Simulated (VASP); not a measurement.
# TaN (sol) (P-62m) in VASP: a series of runs, part 2 of 2

VASP 6.6.1. Earlier steps stand in the parts before.

**3. Single point, PBEsol**

This run uses another cell than the first one, of 11.21 Å³/atom, 0.982 times its volume.

Contents of INCAR:

```
PREC     = Accurate       # precision mode
ENCUT    = 520            # plane-wave cutoff, eV
EDIFF    = 1E-6           # SCF threshold, eV
ISMEAR   = 0              # smearing method
SIGMA    = 0.1            # smearing width, eV
LREAL    = False          # projectors in reciprocal space
LASPH    = True           # aspherical terms in the spheres
NELM     = 60             # most SCF steps
ALGO     = Normal         # electronic algorithm
ISIF     = 2              # what is computed and relaxed
LWAVE    = False          # write WAVECAR
LCHARG   = False          # write CHGCAR
GGA      = PS             # functional
NBANDS   = 33             # bands
```

Contents of KPOINTS:

```
regular mesh
0
Gamma
  9 9 12
```

Contents of POSCAR:

```
TaN
1.0
    5.1781636113      0.0000000000      0.0000000000
   -2.5890818057      4.4844212323      0.0000000000
    0.0000000000      0.0000000000      2.8955690787
Ta N
3 3
Direct
    0.0000000000      0.0000000000      0.0000000000
    0.3333333333      0.6666666667      0.5000000000
    0.6666666667      0.3333333333      0.5000000000
    0.3934289492      0.0000000000      0.0000000000
    0.6065710508      0.6065710508      0.0000000000
    0.0000000000      0.3934289492      0.0000000000
```

Potentials or basis: VASP PAW PBE potentials, release 64 (Ta_pv, N).

Launch:

```console
$ cat potpaw_PBE.64/Ta_pv/POTCAR potpaw_PBE.64/N/POTCAR > POTCAR
$ mpirun -np 1 vasp_std > vasp.out
```

OUTCAR:

```text
PREC = Accurate
   ENCUT = 520
   EDIFF = 1E-6
   ISMEAR = 0
   LREAL = False
   LASPH = True
   NELM = 60
   ISIF = 2
   GGA = PS

 ion  position               nearest neighbor table
   1  0.000  0.000  0.000-   5 2.04   6 2.04   4 2.04   3 3.32   2 3.32   2 3.32   3 3.32   2 3.32
                             2 3.32   3 3.32   3 3.32   3 3.32   3 3.32   2 3.32   2 3.32
   2  0.333  0.667  0.500-   4 2.15   4 2.15   6 2.15   6 2.15   5 2.15   5 2.15   3 2.99   3 2.99
                             3 2.99   1 3.32   1 3.32   1 3.32   1 3.32   1 3.32   1 3.32
   3  0.667  0.333  0.500-   6 2.15   6 2.15   4 2.15   4 2.15   5 2.15   5 2.15   2 2.99   2 2.99
                             2 2.99   1 3.32   1 3.32   1 3.32   1 3.32   1 3.32   1 3.32
   4  0.393  0.000  0.000-   1 2.04   2 2.15   2 2.15   3 2.15   3 2.15
   5  0.607  0.607  0.000-   1 2.04   3 2.15   3 2.15   2 2.15   2 2.15
   6  0.000  0.393  0.000-   1 2.04   3 2.15   3 2.15   2 2.15   2 2.15

  LATTYP: Found a hexagonal cell.
 ALAT       =     5.1781636113
 C/A-ratio  =     0.5591884104

  Lattice vectors:

 A1 = (   5.1781636113,   0.0000000000,   0.0000000000)
 A2 = (  -2.5890818057,   4.4844212323,   0.0000000000)
 A3 = (   0.0000000000,   0.0000000000,   2.8955690787)

[... 182 lines left out ...]

 E-fermi :   8.3857     XC(G=0): -13.2266

 val. band max:        8.3518344638   @ k =   0.1111   0.1111   0.0833
 cond. band min:       8.4243345898   @ k =   0.1111  -0.0000   0.3333
 fundamental gap:      0.0725001260
 Fermi energy:         8.3856743002

 k-point     1 :       0.0000    0.0000    0.0000
  band No.  band energies     occupation
      1     -27.8688      2.00000
      2     -27.8688      2.00000
      3     -27.5042      2.00000
      4     -27.5042      2.00000
      5     -27.3132      2.00000
      6     -27.2000      2.00000
[... 853 lines left out ...]
     32      12.1415      0.00000
     33      12.1415      0.00000

 [... further k-points ...]
[... 5 lines left out ...]
  --------------------------------------------------------------------------------------
  -------------------------------------------------------------------------------------
  Total        0.4391771      0.4391771      0.3831840     -0.0000000     -0.0000000     -0.0000000
  in kB       10.4648784     10.4648784      9.1306541     -0.0000000     -0.0000000     -0.0000000
  external PRESSURE =      10.0201370 kB  Pullay stress =       0.0000000 kB

 VOLUME and BASIS-vectors are now :
 -----------------------------------------------------------------------------
  energy-cutoff  :      520.00
  volume of cell :       67.24
      direct lattice vectors                 reciprocal lattice vectors
     5.178163611  0.000000000  0.000000000     0.193118657  0.111497108  0.000000000
    -2.589081806  4.484421232  0.000000000     0.000000000  0.222994217  0.000000000
     0.000000000  0.000000000  2.895569079     0.000000000  0.000000000  0.345355256

 POSITION                                       TOTAL-FORCE (eV/Angst)
 -----------------------------------------------------------------------------------
      0.00000      0.00000      0.00000         0.000000      0.000000      0.000000
     -0.00000      2.98961      1.44778         0.000000      0.000000      0.000000
      2.58908      1.49481      1.44778         0.000000      0.000000      0.000000
      2.03724      0.00000      0.00000         0.005277      0.000000     -0.000000
      1.57046      2.72012      0.00000        -0.002638     -0.004570     -0.000000
     -1.01862      1.76430      0.00000        -0.002638      0.004570      0.000000
 -----------------------------------------------------------------------------------
    total drift:                               -0.000002     -0.000003      0.000000

  FREE ENERGIE OF THE ION-ELECTRON SYSTEM (eV)
  ---------------------------------------------------
  free  energy   TOTEN  =       -71.4519696029 eV

  energy  without entropy=      -71.4502921865  energy(sigma->0) =      -71.45113089
```

OSZICAR:

```text
N       E                     dE             d eps       ncg     rms          rms(c)
DAV:   1     0.443047117946E+03    0.44305E+03   -0.25939E+04  5544   0.152E+03
DAV:   2    -0.512550016356E+02   -0.49430E+03   -0.47106E+03  6302   0.450E+02
DAV:   3    -0.800266158437E+02   -0.28772E+02   -0.28296E+02  6789   0.105E+02
DAV:   4    -0.806125644957E+02   -0.58595E+00   -0.58225E+00  6959   0.147E+01
DAV:   5    -0.806259677139E+02   -0.13403E-01   -0.13386E-01  7118   0.176E+00    0.449E+01
DAV:   6    -0.717585184404E+02    0.88674E+01   -0.43569E+01  7122   0.358E+01    0.191E+01
DAV:   7    -0.715390678538E+02    0.21945E+00   -0.20782E+00  6784   0.792E+00    0.109E+01
DAV:   8    -0.714679295383E+02    0.71138E-01   -0.36171E-01  6792   0.363E+00    0.977E-01
DAV:   9    -0.714529538463E+02    0.14976E-01   -0.38695E-02  6988   0.147E+00    0.368E-01
DAV:  10    -0.714522437826E+02    0.71006E-03   -0.12024E-02  6760   0.551E-01    0.197E-01
DAV:  11    -0.714520057520E+02    0.23803E-03   -0.23224E-03  6993   0.292E-01    0.442E-02
DAV:  12    -0.714519694801E+02    0.36272E-04   -0.19693E-04  6849   0.830E-02    0.159E-02
DAV:  13    -0.714519695703E+02   -0.90270E-07   -0.12514E-05  6182   0.205E-02    0.466E-03
DAV:  14    -0.714519696029E+02   -0.32607E-07   -0.64313E-07  3847   0.634E-03
   1 F= -.71451970E+02 E0= -.71451131E+02  d E =-.167742E-02
```

stdout:

```text
POSCAR found type information on POSCAR TaN
 POSCAR found :  2 types and       6 ions
 scaLAPACK will be used
 -----------------------------------------------------------------------------
|                                                                             |
|                                                                             |
|     You enforced a specific xc type in the INCAR file but a different       |
|     I HOPE YOU KNOW WHAT YOU ARE DOING!                                     |
|                                                                             |
 -----------------------------------------------------------------------------

 LDA part: xc-table for (Slater+PW92), standard interpolation
 POSCAR, INCAR and KPOINTS ok, starting setup
 FFT: planning ... GRIDC
 FFT: planning ... GRID_SOFT
 FFT: planning ... GRID
 WAVECAR not read
 entering main loop
```

It took 2.1 min on 1 thread of Intel Xeon Platinum 8488C (Sapphire Rapids), shared host; peak memory 0.28 GiB.

What came out:

| Quantity | Value |
| --- | --- |
| Free energy | -71.4520 eV |
| Pressure | 1.0 GPa |
| Largest force | 0.005 eV/Å |
| Band gap on the k mesh | zero (band 24 reaches 10.25 eV, above the bottom of band 25 at 7.03 eV) |

Forces in eV/Å, atoms in the order of the input:
```
Ta   0.000  0.000  0.000
Ta   0.000  0.000  0.000
Ta   0.000  0.000  0.000
N    0.005  0.000  0.000
N   -0.003 -0.005  0.000
N   -0.003  0.005  0.000
```

Stress tensor (GPa, compression positive):
```
1.05 0.00 0.00
0.00 1.05 0.00
0.00 0.00 0.91
```

Levels at points of the mesh, in eV from the Fermi level:
| k point | band 21 | band 22 | band 23 | band 24 | band 25 | band 26 | band 27 | band 28 |
| --- | --- | --- | --- | --- | --- | --- | --- | --- |
| (0.00, 0.00, 0.00) | -4.36 | -3.40 | -2.04 | -1.01 | -1.01 | 0.50 | 0.50 | 1.77 |
| (0.00, 0.00, 0.50) | -4.42 | -3.00 | -3.00 | 1.86 | 1.86 | 1.98 | 2.13 | 2.13 |

Caveat: the PAW data sets were made with another functional, which shifts forces and pressure a little; spin-orbit coupling is left out, which moves the levels of the heavy elements.
